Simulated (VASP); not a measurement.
# MgScC2N2 (P-1) in VASP: single point with PBE

Aim: the single point of MgScC2N2 with PBE.

All numbers are computed with VASP 6.6.1; they aren't measurements. Logs are shortened: lines on timing, memory, paths and dates and some standing lists are left out, and cuts for length are marked.

## (1) The cell of the first run

The typed cell holds 6 atoms: a = 4.059 Å, b = 4.211 Å, c = 7.135 Å, α = 105.74°, β = 102.68°, γ = 95.10°.

## (2) Single point, PBE

INCAR reads:

```
SYSTEM = MgScC2N2
ALGO = Normal
EDIFF = 1E-6
ENCUT = 520
GGA = PE
ISIF = 2
ISMEAR = 0
LASPH = .TRUE.
LCHARG = .TRUE.
LELF = .TRUE.
LREAL = .FALSE.
LVHAR = .TRUE.
LWAVE = .FALSE.
NBANDS = 24
NELM = 60
PREC = Accurate
SIGMA = 0.1
```

KPOINTS reads:

```
k-points
0
G
  4 4 4
  0 0 0
```

POSCAR reads:

```
MgScC2N2
1.0
    4.0589771300      0.0000000000      0.0000000000
   -0.3744482200      4.1938465100      0.0000000000
   -1.5663438400     -2.0835294700      6.6418736900
Mg Sc C N
1 1 2 2
Direct
    0.0000000000      0.0000000000      0.0000000000
    0.5000000000      0.5000000000      0.5000000000
    0.1878557900      0.1878557900      0.8121442100
    0.8121442100      0.8121442100      0.1878557900
    0.2988614800      0.2988614800      0.7011385200
    0.7011385200      0.7011385200      0.2988614800
```

Potentials or basis: VASP PAW PBE potentials, release 64 (Mg, Sc_sv, C, N).

Launch:

```console
$ cat potpaw_PBE.64/Mg/POTCAR potpaw_PBE.64/Sc_sv/POTCAR potpaw_PBE.64/C/POTCAR potpaw_PBE.64/N/POTCAR > POTCAR
$ mpirun -np 1 vasp_std > vasp.out
```

OUTCAR:

```text
SYSTEM = MgScC2N2
   EDIFF = 1E-6
   ENCUT = 520
   GGA = PE
   ISIF = 2
   ISMEAR = 0
   LASPH = .TRUE.
   LREAL = .FALSE.
   NELM = 60
   PREC = Accurate

 ion  position               nearest neighbor table
   1  0.000  0.000  0.000-   3 1.98   4 1.98
   2  0.500  0.500  0.500-   5 2.12   6 2.12
   3  0.188  0.188  0.812-   5 1.17   1 1.98
   4  0.812  0.812  0.188-   6 1.17   1 1.98
   5  0.299  0.299  0.701-   3 1.17   2 2.12
   6  0.701  0.701  0.299-   4 1.17   2 2.12

  LATTYP: Found a triclinic cell.
 ALAT       =     4.0589771300
 B/A-ratio  =     1.5035202243
 C/A-ratio  =     1.7945065563
 COS(alpha) =     0.0121586054
 COS(beta)  =     0.2908052541
 COS(gamma) =     0.7264630364

  Lattice vectors:

 A1 = (  -4.0589771300,   0.0000000000,   0.0000000000)
 A2 = (  -4.4334253500,   4.1938465100,   0.0000000000)
 A3 = (  -2.1181850700,  -2.1103170400,  -6.6418736900)

Analysis of symmetry for initial positions (statically):
=====================================================================
 Subroutine PRICEL returns:
 Original cell was already a primitive cell.

 Routine SETGRP: Setting up the symmetry group for a
 triclinic supercell.

 Subroutine GETGRP returns: Found  2 space group operations
 (whereof  2 operations were pure point group operations)
 out of a pool of  2 trial point group operations.

The static configuration has the point symmetry S_2 .

Analysis of symmetry for dynamics (positions and initial velocities):
=====================================================================
 Subroutine PRICEL returns:
 Original cell was already a primitive cell.

 Routine SETGRP: Setting up the symmetry group for a
 triclinic supercell.

 Subroutine GETGRP returns: Found  2 space group operations
 (whereof  2 operations were pure point group operations)
 out of a pool of  2 trial point group operations.

The dynamic configuration has the point symmetry S_2 .

 Subroutine INISYM returns: Found  2 space group operations
 (whereof  2 operations are pure point group operations),
 and found     1 'primitive' translations

----------------------------------------------------------------------------------------

                                     Primitive cell

  volume of cell :     113.0628

  direct lattice vectors                    reciprocal lattice vectors
     4.058977130  0.000000000  0.000000000     0.246367488  0.021996958  0.065000861
    -0.374448220  4.193846510  0.000000000     0.000000000  0.238444587  0.074799123
    -1.566343840 -2.083529470  6.641873690     0.000000000  0.000000000  0.150559924

  length of vectors
     4.058977130  4.210529660  7.135055304     0.255745806  0.249901440  0.150559924

  position of ions in fractional coordinates (direct lattice)
     0.000000000  0.000000000  0.000000000
     0.500000000  0.500000000  0.500000000
     0.187855790  0.187855790  0.812144210
     0.812144210  0.812144210  0.187855790
     0.298861480  0.298861480  0.701138520
     0.701138520  0.701138520  0.298861480

  ion indices of the primitive-cell ions
   primitive index   ion index
                 1           1
                 2           2
                 3           3
                 4           4
                 5           5
                 6           6

----------------------------------------------------------------------------------------

 KPOINTS: k-points

Automatic generation of k-mesh.
 Grid dimensions read from file:
 generate k-points for:    4    4    4

 Generating k-lattice:

  Cartesian coordinates                     Fractional coordinates (reciprocal lattice)
     0.061591872  0.005499240  0.016250215     0.250000000  0.000000000  0.000000000
     0.000000000  0.059611147  0.018699781     0.000000000  0.250000000  0.000000000
     0.000000000  0.000000000  0.037639981     0.000000000  0.000000000  0.250000000

  Length of vectors
     0.063936452  0.062475360  0.037639981

  Shift w.r.t. Gamma in fractional coordinates (k-lattice)
     0.000000000  0.000000000  0.000000000

 Subroutine IBZKPT returns following result:
 ===========================================

 Found     36 irreducible k-points:

 Following reciprocal coordinates:
            Coordinates               Weight
  0.000000  0.000000  0.000000      1.000000
  0.250000 -0.000000 -0.000000      2.000000
  0.500000 -0.000000 -0.000000      1.000000
  0.000000  0.250000  0.000000      2.000000
  0.250000  0.250000 -0.000000      2.000000
  0.500000  0.250000  0.000000      2.000000
[... 16 lines left out ...]
  0.000000 -0.250000  0.250000      2.000000
  0.250000 -0.250000  0.250000      2.000000
 [... further k-points ...]
   k-points           NKPTS =     36   k-points in BZ     NKDIM =     36   number of bands    NBANDS=     24
   number of dos      NEDOS =    301   number of ions     NIONS =      6
   total plane-waves  NPLWV =  51840
   dimension x,y,z NGX =    30 NGY =   32 NGZ =   54
   dimension x,y,z NGXF=    60 NGYF=   64 NGZF=  108
   ions per type =               1   1   2   2
   NGX,Y,Z   is equivalent  to a cutoff of  12.29, 12.63, 12.58 a.u.
   NGXF,Y,Z  is equivalent  to a cutoff of  24.57, 25.27, 25.16 a.u.
 SYSTEM =  MgScC2N2
   PREC   = accura    normal or accurate (medium, high low for compatibility)
   ISTART =      0    job   : 0-new  1-cont  2-samecut
   ICHARG =      2    charge: 1-file 2-atom 10-const
   ISPIN  =      1    spin polarized calculation?
   LNONCOLLINEAR =      F non collinear calculations
   LSORBIT =      F    spin-orbit coupling
   LASPH  =      T    aspherical Exc in radial PAW
   ENCUT  =  520.0 eV  38.22 Ry    6.18 a.u.   7.55  7.83 13.27*2*pi/ulx,y,z
   NELM   =     60;   NELMIN=  2; NELMDL= -5     # of ELM steps
   EDIFF  = 0.1E-05   stopping-criterion for ELM
   LREAL  =      F    real-space projection
   EDIFFG = 0.1E-04   stopping-criterion for IOM
   NSW    =      0    number of steps for IOM
   IBRION =     -1    ionic relax: 0-MD 1-quasi-New 2-CG
   NFREE  =      0    steps in history (QN), initial steepest desc. (CG)
   ISIF   =      2    stress and relaxation
   ISYM   =      2    0-nonsym 1-usesym 2-fastsym
   POTIM  = 0.5000    time-step for ionic-motion
   TEBEG  =    0.0;   TEEND  =   0.0 temperature during run
   PSTRESS=    0.0 pullay stress
   NELECT =      31.0000    total number of electrons
   NUPDOWN=      -1.0000    fix difference up-down
   EMIN   =  10.00;   EMAX   =-10.00  energy-range for DOS
   EFERMI =   0.00;   METHOD = LEGACY
   ISMEAR =     0;   SIGMA  =   0.10  broadening in eV -4-tet -1-fermi 0-gaus
   EFERMI_NEDOS =   21; number of points for ismear=-14 and -15
   IALGO  =     38    algorithm
   IMIX   =      4    mixing-type and parameters
     AMIX     =   0.40;   BMIX     =  1.00
     AMIX_MAG =   1.60;   BMIX_MAG =  1.00
  volume/ion in A,a.u.               =      18.84       127.16
  Fermi-wavevector in a.u.,A,eV,Ry     =   1.063544  2.009807 15.389903  1.131126
  Thomas-Fermi vector in A             =   2.199032
   LORBIT       =      0    0 simple, 1 ext, 2 COOP (PROOUT), +10 PAW based schemes
   GGA     = PE    functional components
   LHFCALC =     F    Hartree Fock is set to
   AEXX    =    0.0000 exact exchange contribution
   IVDW    =     0    specifies the selected vdW correction
   LEPSILON=     F    determine dielectric tensor
   LRPA    =     F    only Hartree local field effects (RPA)
 non-spin polarized calculation
 Gauss-broadening in eV      SIGMA  =   0.10
  energy-cutoff  :      520.00
  volume of cell :      113.06
 maximum number of plane-waves:      3060
   NGX = 15   NGY = 15   NGZ = 27

 number of electron      30.9999997 magnetization

 Free energy of the ion-electron system (eV)
  ---------------------------------------------------
  ext. energy  EPLUGINS =         0.00000000
  ---------------------------------------------------
  free energy    TOTEN  =       -40.21794050 eV

  energy without entropy =      -40.19547034  energy(sigma->0) =      -40.20670542

 E-fermi :   2.5906     XC(G=0):  -8.2693

 val. band max:        2.5891857545   @ k =   0.2500   0.2500   0.2500
 cond. band min:       2.5918297117   @ k =   0.0000  -0.2500   0.2500
 fundamental gap:      0.0026439571
 Fermi energy:         2.5905556161

 k-point     1 :       0.0000    0.0000    0.0000
  band No.  band energies     occupation
      1     -47.9710      2.00000
      2     -26.8562      2.00000
      3     -26.6615      2.00000
      4     -26.3644      2.00000
      5     -17.0784      2.00000
      6     -16.9134      2.00000
[... 16 lines left out ...]
     23       5.5296      0.00000
     24       6.6594      0.00000

 k-point     2 :       0.2500   -0.0000   -0.0000
  band No.  band energies     occupation
      1     -47.9706      2.00000
      2     -26.8604      2.00000
      3     -26.6626      2.00000
      4     -26.3676      2.00000
      5     -17.0392      2.00000
      6     -16.9162      2.00000
[... 16 lines left out ...]
     23       5.5915      0.00000
     24       5.9952      0.00000

 k-point     3 :       0.5000   -0.0000   -0.0000
  band No.  band energies     occupation
      1     -47.9701      2.00000
      2     -26.8648      2.00000
      3     -26.6637      2.00000
      4     -26.3705      2.00000
      5     -16.9882      2.00000
      6     -16.9304      2.00000
[... 16 lines left out ...]
     23       5.1207      0.00000
     24       6.0414      0.00000

 k-point     4 :       0.0000    0.2500    0.0000
  band No.  band energies     occupation
      1     -47.9708      2.00000
      2     -26.8599      2.00000
      3     -26.6616      2.00000
      4     -26.3665      2.00000
      5     -17.0434      2.00000
      6     -16.9206      2.00000
[... 16 lines left out ...]
     23       5.5765      0.00000
     24       5.9867      0.00000

 k-point     5 :       0.2500    0.2500   -0.0000
  band No.  band energies     occupation
      1     -47.9703      2.00000
      2     -26.8639      2.00000
      3     -26.6628      2.00000
      4     -26.3697      2.00000
      5     -16.9942      2.00000
      6     -16.9343      2.00000
[... 16 lines left out ...]
     23       5.0561      0.00000
     24       5.7822      0.00000

 k-point     6 :       0.5000    0.2500    0.0000
  band No.  band energies     occupation
      1     -47.9698      2.00000
      2     -26.8681      2.00000
      3     -26.6638      2.00000
      4     -26.3721      2.00000
      5     -16.9965      2.00000
      6     -16.8996      2.00000
[... 16 lines left out ...]
     23       5.5097      0.00000
     24       6.4170      0.00000
[... 379 lines left out ...]
 k-point    21 :       0.5000    0.5000    0.2500
  band No.  band energies     occupation
      1     -47.9695      2.00000
      2     -26.8716      2.00000
      3     -26.6639      2.00000
      4     -26.3735      2.00000
      5     -16.9869      2.00000
      6     -16.8868      2.00000
[... 16 lines left out ...]
     23       5.7869      0.00000
     24       6.2716      0.00000

 k-point    22 :      -0.2500    0.5000    0.2500
  band No.  band energies     occupation
      1     -47.9700      2.00000
      2     -26.8675      2.00000
      3     -26.6628      2.00000
      4     -26.3711      2.00000
      5     -16.9809      2.00000
      6     -16.9242      2.00000
[... 16 lines left out ...]
     23       5.9012      0.00000
     24       6.2231      0.00000

 k-point    23 :       0.0000   -0.2500    0.2500
  band No.  band energies     occupation
      1     -47.9708      2.00000
      2     -26.8599      2.00000
      3     -26.6616      2.00000
      4     -26.3665      2.00000
      5     -17.0365      2.00000
      6     -16.9273      2.00000
[... 16 lines left out ...]
     23       5.6852      0.00000
     24       6.2312      0.00000

 k-point    24 :       0.2500   -0.2500    0.2500
  band No.  band energies     occupation
      1     -47.9703      2.00000
      2     -26.8640      2.00000
      3     -26.6627      2.00000
      4     -26.3691      2.00000
      5     -17.0234      2.00000
      6     -16.9088      2.00000
[... 16 lines left out ...]
     23       6.0279      0.00000
     24       6.1867      0.00000

 [... further k-points ...]

------------------------ aborting loop because EDIFF is reached ----------------------------------------

  FORCE on cell =-STRESS in cart. coord.  units (eV):
  Direction    XX          YY          ZZ          XY          YZ          ZX
  --------------------------------------------------------------------------------------
  -------------------------------------------------------------------------------------
  Total        1.1133960      4.0278143      2.1404641      5.2447029     -5.7294367     -4.0924815
  in kB       15.7775841     57.0768871     30.3318413     74.3210303    -81.1900411    -57.9932654
  external PRESSURE =      34.3954375 kB  Pullay stress =       0.0000000 kB

 VOLUME and BASIS-vectors are now :
 -----------------------------------------------------------------------------
  energy-cutoff  :      520.00
  volume of cell :      113.06
      direct lattice vectors                 reciprocal lattice vectors
     4.058977130  0.000000000  0.000000000     0.246367488  0.021996958  0.065000861
    -0.374448220  4.193846510  0.000000000     0.000000000  0.238444587  0.074799123
    -1.566343840 -2.083529470  6.641873690     0.000000000  0.000000000  0.150559924

 POSITION                                       TOTAL-FORCE (eV/Angst)
 -----------------------------------------------------------------------------------
      0.00000      0.00000      0.00000        -0.000000     -0.000000      0.000000
      1.05909      1.05516      3.32094        -0.000000     -0.000000      0.000000
     -0.57994     -0.90429      5.39416        -1.404400     -1.829397      1.353135
      2.69812      3.01461      1.24771         1.404400      1.829397     -1.353135
      0.00294     -0.20746      4.65687         1.812261      2.253873     -2.231233
      2.11525      2.31778      1.98500        -1.812261     -2.253873      2.231233
 -----------------------------------------------------------------------------------
    total drift:                                0.000000      0.000000      0.000000

  FREE ENERGIE OF THE ION-ELECTRON SYSTEM (eV)
  ---------------------------------------------------
  free  energy   TOTEN  =       -40.2179405003 eV

  energy  without entropy=      -40.1954703352  energy(sigma->0) =      -40.20670542
```

It took 2.7 min on 1 thread of Oxide Virtual Turin-like, shared host; peak memory 0.25 GiB.

What came out:

| Quantity | Value |
| --- | --- |
| Free energy | -40.2179 eV |
| Pressure | 3.4 GPa |
| Largest force | 3.653 eV/Å |
| Band gap on the k mesh | zero (an odd number of electrons rules out a gap without spin polarisation) |

Forces in eV/Å, atoms in the order of the input:
```
Mg   0.000  0.000  0.000
Sc   0.000  0.000  0.000
C   -1.404 -1.829  1.353
C    1.404  1.829 -1.353
N    1.812  2.254 -2.231
N   -1.812 -2.254  2.231
```

Stress tensor (GPa, compression positive):
```
 1.58  7.43 -5.80
 7.43  5.71 -8.12
-5.80 -8.12  3.03
```

Levels at points of the mesh, in eV from the Fermi level:
```csv
k point,band 12,band 13,band 14,band 15,band 16,band 17,band 18,band 19
"(0.00, 0.00, 0.00)",-5.55,-5.47,-5.17,-0.61,-0.29,-0.16,0.37,0.87
"(0.50, 0.00, 0.00)",-5.66,-5.60,-5.59,-0.25,-0.15,0.46,0.75,0.96
"(0.00, 0.50, 0.00)",-5.59,-5.56,-5.54,-0.34,0.11,0.41,0.81,0.96
"(0.50, 0.50, 0.00)",-6.16,-5.40,-5.27,-0.37,-0.19,0.52,0.86,1.06
"(0.00, 0.00, 0.50)",-5.61,-5.60,-5.49,-0.97,-0.25,0.34,0.91,0.93
"(0.50, 0.00, 0.50)",-5.69,-5.62,-5.35,-0.48,0.31,0.35,0.46,0.90
"(0.00, 0.50, 0.50)",-5.71,-5.58,-5.31,-0.50,0.23,0.51,0.62,1.00
"(0.50, 0.50, 0.50)",-5.89,-5.69,-5.63,-0.83,0.35,0.55,0.98,1.10
```

Caveat: the k points lie up to 0.40 Å⁻¹ apart, too coarse for converged energies and pressures of a metal; an odd number of electrons without spin polarisation forces a metal; a magnetic or distorted state may lie lower.
